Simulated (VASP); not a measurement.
Zn, 2 atoms in the cell. Symmetry: P6_3/mmc, No. 194, hexagonal system. Conventional cell: a = 2.585 Å, b = 2.585 Å, c = 5.095 Å, α = 90.00°, β = 90.00°, γ = 120.00°. Zn (site symmetry -6m2) has 12 Zn at 2.58 to 2.95 Å within 3.4 Å.  This cell differs from its parent crystal: strain -0.030 along x and y, +0.030 along z.

```yaml
Program: VASP 6.6.1
Task: single point
Functional: PBE
Potentials_or_basis: VASP PAW PBE potentials, release 64 (Zn)
Cutoff: 520 eV
k_mesh: 24 × 24 × 10
Occupations: gaussian, width 0.15 eV
Spin: no spin polarisation
Dipole_correction: no
Further_INCAR_settings: ALGO = Fast; EDIFF = 1e-06; NBANDS = 19
```

Potentials or basis: VASP PAW PBE potentials, release 64 (Zn).

Command:

```bash
$ cat potpaw_PBE.64/Zn/POTCAR > POTCAR
$ mpirun -np 1 vasp_std > vasp.out
```

Hardware: 1 thread of Intel(R) Xeon(R) Platinum 8375C CPU @ 2.90GHz (Ice Lake) (shared host).

Task: How long does it take, and how much memory?

Result: It took 2.9 min on 1 thread of Intel(R) Xeon(R) Platinum 8375C CPU @ 2.90GHz (Ice Lake) (shared host), peak memory 0.27 GiB. Counts: scf iterations 12, k points 366.
